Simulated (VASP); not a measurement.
# SrO (I4/mmm) in VASP: notebook

SrO is run at these levels: LDA; tasks: single point.

Program: VASP 6.6.1. These are calculated values, not measurements. Logs are shortened: lines on timing, memory, paths and dates and some standing lists are left out, and cuts for length are marked.

## 1. The cell of the first run

Symmetry: I4/mmm, No. 139, tetragonal system. Conventional cell: a = 3.634 Å, b = 3.634 Å, c = 5.397 Å, α = 90.00°, β = 90.00°, γ = 90.00°. Within 3.4 Å of Sr (site symmetry 4/mmm) lie 6 O at 2.57 to 2.70 Å. Within 3.4 Å of O (site symmetry 4/mmm) lie 6 Sr at 2.57 to 2.70 Å.

## 2. Single point, LDA (strain +0.000 along x and y, +0.050 along z)

The input, INCAR:

```
SYSTEM = SrO
  PREC = Accurate
  ENCUT = 520
  EDIFF = 1E-7
  ISMEAR = 0
  SIGMA = 0.05
  LREAL = .FALSE.
  LASPH = .TRUE.
  NELM = 100
  ALGO = Normal
  ISIF = 2
  LWAVE = .FALSE.
  LCHARG = .TRUE.
  LELF = .TRUE.
  LVHAR = .TRUE.
  NBANDS = 15
```

The input, KPOINTS:

```
regular mesh
0
G
  8 8 8
  0 0 0
```

The input, POSCAR:

```
SrO
1.0
    0.0000000000      2.5698000000      2.6982900000
    2.5698000000      0.0000000000      2.6982900000
    2.5698000000      2.5698000000      0.0000000000
Sr O
1 1
Direct
    0.0000000000      0.0000000000      0.0000000000
    0.5000000000      0.5000000000      0.5000000000
```

Potentials or basis: VASP PAW LDA potentials, release 64 (Sr_sv, O).

Started as:

```sh
cat potpaw_LDA.64/Sr_sv/POTCAR potpaw_LDA.64/O/POTCAR > POTCAR
mpirun -np 1 vasp_std > vasp.out
```

OUTCAR:

```text
SYSTEM = SrO
   PREC = Accurate
   ENCUT = 520
   EDIFF = 1E-7
   ISMEAR = 0
   LREAL = .FALSE.
   LASPH = .TRUE.
   NELM = 100
   ISIF = 2

 ion  position               nearest neighbor table
   1  0.000  0.000  0.000-   2 2.57   2 2.57   2 2.57   2 2.57   2 2.70   2 2.70
   2  0.500  0.500  0.500-   1 2.57   1 2.57   1 2.57   1 2.57   1 2.70   1 2.70

  LATTYP: Found a body centered tetragonal cell.
 ALAT       =     3.6342460126
 C/A-ratio  =     1.4849242405

  Lattice vectors:

 A1 = (  -2.5698000000,   0.0000000000,   2.6982900000)
 A2 = (   2.5698000000,   0.0000000000,   2.6982900000)
 A3 = (   0.0000000000,   2.5698000000,  -2.6982900000)

Analysis of symmetry for initial positions (statically):
=====================================================================
 Subroutine PRICEL returns:
 Original cell was already a primitive cell.

 Routine SETGRP: Setting up the symmetry group for a
 body centered tetragonal supercell.

 Subroutine GETGRP returns: Found 16 space group operations
 (whereof 16 operations were pure point group operations)
 out of a pool of 16 trial point group operations.

The static configuration has the point symmetry D_4h.

Analysis of symmetry for dynamics (positions and initial velocities):
=====================================================================
 Subroutine PRICEL returns:
 Original cell was already a primitive cell.

 Routine SETGRP: Setting up the symmetry group for a
 body centered tetragonal supercell.

 Subroutine GETGRP returns: Found 16 space group operations
 (whereof 16 operations were pure point group operations)
 out of a pool of 16 trial point group operations.

The dynamic configuration has the point symmetry D_4h.

 Subroutine INISYM returns: Found 16 space group operations
 (whereof 16 operations are pure point group operations),
 and found     1 'primitive' translations

----------------------------------------------------------------------------------------

                                     Primitive cell

  volume of cell :      35.6383

  direct lattice vectors                    reciprocal lattice vectors
     0.000000000  2.569800000  2.698290000    -0.194567671  0.194567671  0.185302543
     2.569800000  0.000000000  2.698290000     0.194567671 -0.194567671  0.185302543
     2.569800000  2.569800000  0.000000000     0.194567671  0.194567671 -0.185302543

  length of vectors
     3.726210000  3.726210000  3.634246013     0.331738134  0.331738134  0.331738134

  position of ions in fractional coordinates (direct lattice)
     0.000000000  0.000000000  0.000000000
     0.500000000  0.500000000  0.500000000

[... 83 lines left out ...]
   ISYM   =      2    0-nonsym 1-usesym 2-fastsym
   POTIM  = 0.5000    time-step for ionic-motion
   TEBEG  =    0.0;   TEEND  =   0.0 temperature during run
   PSTRESS=    0.0 pullay stress
   NELECT =      16.0000    total number of electrons
   NUPDOWN=      -1.0000    fix difference up-down
   EMIN   =  10.00;   EMAX   =-10.00  energy-range for DOS
   EFERMI =   0.00;   METHOD = LEGACY
   ISMEAR =     0;   SIGMA  =   0.05  broadening in eV -4-tet -1-fermi 0-gaus
   EFERMI_NEDOS =   21; number of points for ismear=-14 and -15
   IALGO  =     38    algorithm
   IMIX   =      4    mixing-type and parameters
     AMIX     =   0.40;   BMIX     =  1.00
     AMIX_MAG =   1.60;   BMIX_MAG =  1.00
  volume/ion in A,a.u.               =      17.82       120.25
  Fermi-wavevector in a.u.,A,eV,Ry     =   1.253552  2.368870 21.380099  1.571393
  Thomas-Fermi vector in A             =   2.387399
   LORBIT       =      0    0 simple, 1 ext, 2 COOP (PROOUT), +10 PAW based schemes
   GGA     = CA    functional components
   LHFCALC =     F    Hartree Fock is set to
   AEXX    =    0.0000 exact exchange contribution
   IVDW    =     0    specifies the selected vdW correction
   LEPSILON=     F    determine dielectric tensor
   LRPA    =     F    only Hartree local field effects (RPA)
 non-spin polarized calculation
 Gauss-broadening in eV      SIGMA  =   0.05
  energy-cutoff  :      520.00
  volume of cell :       35.64
 maximum number of plane-waves:       974
   NGX = 13   NGY = 13   NGZ = 13

 number of electron      16.0000002 magnetization

 Free energy of the ion-electron system (eV)
  ---------------------------------------------------
  ext. energy  EPLUGINS =         0.00000000
  ---------------------------------------------------
  free energy    TOTEN  =       -13.30218519 eV

  energy without entropy =      -13.30218519  energy(sigma->0) =      -13.30218519

 E-fermi :   1.4713     XC(G=0): -10.3027

 val. band max:        1.1697867376   @ k =   0.0000   0.0000   0.0000
 cond. band min:       4.2080170446   @ k =   0.5000   0.0000   0.5000
 fundamental gap:      3.0382303070
 Fermi energy:         1.4712950118

 k-point     1 :       0.0000    0.0000    0.0000
  band No.  band energies     occupation
      1     -31.1199      2.00000
      2     -13.5843      2.00000
      3     -12.9226      2.00000
      4     -12.8819      2.00000
      5     -12.8819      2.00000
      6       1.0283      2.00000
      7       1.1698      2.00000
      8       1.1698      2.00000
      9       4.5459      0.00000
     10       6.8914      0.00000
     11       7.2591      0.00000
     12       7.2591      0.00000
     13       9.0037      0.00000
     14       9.5603      0.00000
[... 401 lines left out ...]
      2     -14.8546      2.00000
      3     -13.0552      2.00000
      4     -12.9875      2.00000
      5     -11.8468      2.00000
      6      -0.5297      2.00000
      7       0.2760      2.00000
      8       0.4617      2.00000
      9       6.4929      0.00000
     10       7.5513      0.00000
     11       9.2907      0.00000
     12       9.4937      0.00000
     13      11.1434      0.00000
     14      11.9565      0.00000
     15      16.1804      0.00000

 [... further k-points ...]
[... 5 lines left out ...]
  --------------------------------------------------------------------------------------
  -------------------------------------------------------------------------------------
  Total       -1.2236434     -1.2236434     -2.1540797      0.0000000      0.0000000      0.0000000
  in kB      -55.0108291    -55.0108291    -96.8400683      0.0000000      0.0000000      0.0000000
  external PRESSURE =     -68.9539088 kB  Pullay stress =       0.0000000 kB

 VOLUME and BASIS-vectors are now :
 -----------------------------------------------------------------------------
  energy-cutoff  :      520.00
  volume of cell :       35.64
      direct lattice vectors                 reciprocal lattice vectors
     0.000000000  2.569800000  2.698290000    -0.194567671  0.194567671  0.185302543
     2.569800000  0.000000000  2.698290000     0.194567671 -0.194567671  0.185302543
     2.569800000  2.569800000  0.000000000     0.194567671  0.194567671 -0.185302543

 POSITION                                       TOTAL-FORCE (eV/Angst)
 -----------------------------------------------------------------------------------
      0.00000      0.00000      0.00000        -0.000000     -0.000000      0.000000
      2.56980      2.56980      2.69829         0.000000      0.000000      0.000000
 -----------------------------------------------------------------------------------
    total drift:                                0.000000      0.000000      0.000000

  FREE ENERGIE OF THE ION-ELECTRON SYSTEM (eV)
  ---------------------------------------------------
  free  energy   TOTEN  =       -13.3021851945 eV

  energy  without entropy=      -13.3021851945  energy(sigma->0) =      -13.30218519
```

stdout:

```text
POSCAR found type information on POSCAR SrO
 POSCAR found :  2 types and       2 ions
 scaLAPACK will be used
 LDA part: xc-table for (Slater(with rela. corr.)+CA(PZ))
 , standard interpolation
 POSCAR, INCAR and KPOINTS ok, starting setup
 FFT: planning ... GRIDC
 FFT: planning ... GRID_SOFT
 FFT: planning ... GRID
 WAVECAR not read
 entering main loop
```

Wall time 26 s (1 thread of Intel Xeon Platinum 8488C (Sapphire Rapids), shared host); peak memory 0.16 GiB.

Results:

```yaml
Free_energy: -13.3022 eV
Pressure: -6.9 GPa
Band_gap_on_the_k_mesh: 3.04 eV, indirect (least direct gap 3.14 eV)
```

Levels at points of the mesh, in eV from the valence-band top:
| k point | band 5 | band 6 | band 7 | band 8 | band 9 | band 10 | band 11 | band 12 |
| --- | --- | --- | --- | --- | --- | --- | --- | --- |
| (0.00, 0.00, 0.00) | -14.05 | -0.14 | 0.00 | 0.00 | 3.38 | 5.72 | 6.09 | 6.09 |
| (0.50, 0.00, 0.00) | -12.75 | -2.20 | -1.13 | -1.13 | 6.19 | 7.83 | 8.46 | 8.55 |
| (0.50, 0.50, 0.00) | -14.34 | -0.73 | -0.10 | -0.10 | 3.19 | 7.37 | 9.56 | 9.87 |
| (0.50, 0.00, 0.50) | -14.40 | -0.46 | -0.28 | -0.10 | 3.04 | 7.32 | 9.77 | 9.85 |

Caveat: the cell differs from its parent crystal (strain +0.000 along x and y, +0.050 along z). A k mesh can miss the band edges.

## 3. Single point, LDA (strain +0.025 along x and y, +0.000 along z)

The input, INCAR:

```
PREC = Accurate
ENCUT = 520
EDIFF = 1E-6
ISMEAR = 0
SIGMA = 0.05
LREAL = F
LASPH = T
NELM = 80
ALGO = Normal
ISIF = 2
LWAVE = F
LCHARG = F
NBANDS = 15
```

The input, KPOINTS:

```
Automatic mesh
0
Gamma
  8 8 8
```

The input, POSCAR:

```
SrO
1.0
    0.0000000000      2.6340450000      2.5698000000
    2.6340450000      0.0000000000      2.5698000000
    2.6340450000      2.6340450000      0.0000000000
Sr O
1 1
Direct
    0.0000000000      0.0000000000      0.0000000000
    0.5000000000      0.5000000000      0.5000000000
```

Potentials or basis: VASP PAW LDA potentials, release 64 (Sr_sv, O).

Started as:

```sh
cat potpaw_LDA.64/Sr_sv/POTCAR potpaw_LDA.64/O/POTCAR > POTCAR
mpirun -np 1 vasp_std > vasp.out
```

OUTCAR:

```text
PREC = Accurate
   ENCUT = 520
   EDIFF = 1E-6
   ISMEAR = 0
   LREAL = F
   LASPH = T
   NELM = 80
   ISIF = 2

 ion  position               nearest neighbor table
   1  0.000  0.000  0.000-   2 2.57   2 2.57   2 2.63   2 2.63   2 2.63   2 2.63
   2  0.500  0.500  0.500-   1 2.57   1 2.57   1 2.63   1 2.63   1 2.63   1 2.63

  LATTYP: Found a body centered tetragonal cell.
 ALAT       =     3.7251021629
 C/A-ratio  =     1.3797205487

  Lattice vectors:

 A1 = (   0.0000000000,  -2.6340450000,  -2.5698000000)
 A2 = (   0.0000000000,   2.6340450000,  -2.5698000000)
 A3 = (   2.6340450000,   0.0000000000,   2.5698000000)

Analysis of symmetry for initial positions (statically):
=====================================================================
 Subroutine PRICEL returns:
 Original cell was already a primitive cell.

 Routine SETGRP: Setting up the symmetry group for a
 body centered tetragonal supercell.

 Subroutine GETGRP returns: Found 16 space group operations
 (whereof 16 operations were pure point group operations)
 out of a pool of 16 trial point group operations.

The static configuration has the point symmetry D_4h.

Analysis of symmetry for dynamics (positions and initial velocities):
=====================================================================
 Subroutine PRICEL returns:
 Original cell was already a primitive cell.

 Routine SETGRP: Setting up the symmetry group for a
 body centered tetragonal supercell.

 Subroutine GETGRP returns: Found 16 space group operations
 (whereof 16 operations were pure point group operations)
 out of a pool of 16 trial point group operations.

The dynamic configuration has the point symmetry D_4h.

 Subroutine INISYM returns: Found 16 space group operations
 (whereof 16 operations are pure point group operations),
 and found     1 'primitive' translations

[... 116 lines left out ...]
  Fermi-wavevector in a.u.,A,eV,Ry     =   1.253304  2.368400 21.371619  1.570770
  Thomas-Fermi vector in A             =   2.387163
   LORBIT       =      0    0 simple, 1 ext, 2 COOP (PROOUT), +10 PAW based schemes
   GGA     = CA    functional components
   LHFCALC =     F    Hartree Fock is set to
   AEXX    =    0.0000 exact exchange contribution
   IVDW    =     0    specifies the selected vdW correction
   LEPSILON=     F    determine dielectric tensor
   LRPA    =     F    only Hartree local field effects (RPA)
 non-spin polarized calculation
 Gauss-broadening in eV      SIGMA  =   0.05
  energy-cutoff  :      520.00
  volume of cell :       35.66
 maximum number of plane-waves:       982
   NGX = 13   NGY = 13   NGZ = 13

 number of electron      16.0000003 magnetization

 Free energy of the ion-electron system (eV)
  ---------------------------------------------------
  ext. energy  EPLUGINS =         0.00000000
  ---------------------------------------------------
  free energy    TOTEN  =       -13.31240689 eV

  energy without entropy =      -13.31240689  energy(sigma->0) =      -13.31240689

 E-fermi :   1.4529     XC(G=0): -10.3029

 val. band max:        1.1722809825   @ k =   0.0000   0.0000   0.0000
 cond. band min:       4.1898939527   @ k =   0.5000   0.5000   0.0000
 fundamental gap:      3.0176129702
 Fermi energy:         1.4528945511

 k-point     1 :       0.0000    0.0000    0.0000
  band No.  band energies     occupation
      1     -31.1324      2.00000
      2     -13.5825      2.00000
      3     -12.9115      2.00000
      4     -12.9115      2.00000
      5     -12.8970      2.00000
      6       1.0907      2.00000
      7       1.0907      2.00000
      8       1.1723      2.00000
      9       4.5770      0.00000
     10       7.0608      0.00000
     11       7.0608      0.00000
     12       7.2414      0.00000
     13       9.0717      0.00000
     14       9.4156      0.00000
[... 401 lines left out ...]
      2     -14.8020      2.00000
      3     -13.0380      2.00000
      4     -13.0136      2.00000
      5     -11.9343      2.00000
      6      -0.5091      2.00000
      7       0.3055      2.00000
      8       0.4875      2.00000
      9       6.5212      0.00000
     10       7.6804      0.00000
     11       9.2178      0.00000
     12       9.4537      0.00000
     13      11.2476      0.00000
     14      11.5549      0.00000
     15      16.0388      0.00000

 [... further k-points ...]
[... 5 lines left out ...]
  --------------------------------------------------------------------------------------
  -------------------------------------------------------------------------------------
  Total       -1.7958214     -1.7958214     -1.2516740      0.0000000      0.0000000      0.0000000
  in kB      -80.6859713    -80.6859713    -56.2375120      0.0000000      0.0000000      0.0000000
  external PRESSURE =     -72.5364848 kB  Pullay stress =       0.0000000 kB

 VOLUME and BASIS-vectors are now :
 -----------------------------------------------------------------------------
  energy-cutoff  :      520.00
  volume of cell :       35.66
      direct lattice vectors                 reciprocal lattice vectors
     0.000000000  2.634045000  2.569800000    -0.189822118  0.189822118  0.194567671
     2.634045000  0.000000000  2.569800000     0.189822118 -0.189822118  0.194567671
     2.634045000  2.634045000  0.000000000     0.189822118  0.189822118 -0.194567671

 POSITION                                       TOTAL-FORCE (eV/Angst)
 -----------------------------------------------------------------------------------
      0.00000      0.00000      0.00000        -0.000000      0.000000      0.000000
      2.63404      2.63404      2.56980         0.000000     -0.000000     -0.000000
 -----------------------------------------------------------------------------------
    total drift:                                0.000000      0.000000      0.000000

  FREE ENERGIE OF THE ION-ELECTRON SYSTEM (eV)
  ---------------------------------------------------
  free  energy   TOTEN  =       -13.3124068870 eV

  energy  without entropy=      -13.3124068870  energy(sigma->0) =      -13.31240689
```

It took 23 s on 1 thread of Intel Xeon Platinum 8488C (Sapphire Rapids), shared host; peak memory 0.16 GiB.

What came out:

| Item | Value |
| --- | --- |
| Free energy | -13.3124 eV |
| Pressure | -7.3 GPa |
| Band gap on the k mesh | 3.02 eV, indirect (least direct gap 3.21 eV) |

Levels at points of the mesh, in eV from the valence-band top:
```tsv
k point	band 4	band 5	band 6	band 7	band 8	band 9	band 10	band 11	band 12	band 13
(0.00, 0.00, 0.00)	-14.08	-14.07	-0.08	-0.08	0.00	3.40	5.89	5.89	6.07	7.90
(0.50, 0.00, 0.00)	-14.14	-12.79	-2.21	-1.13	-1.13	6.19	7.84	8.45	8.51	11.33
(0.50, 0.50, 0.00)	-14.44	-14.44	-0.46	-0.20	-0.20	3.02	7.35	9.77	9.80	10.70
(0.50, 0.00, 0.50)	-14.41	-14.38	-0.61	-0.20	-0.10	3.11	7.33	9.67	9.83	10.56
```

Caveat: the cell differs from its parent crystal (strain +0.025 along x and y, +0.000 along z).
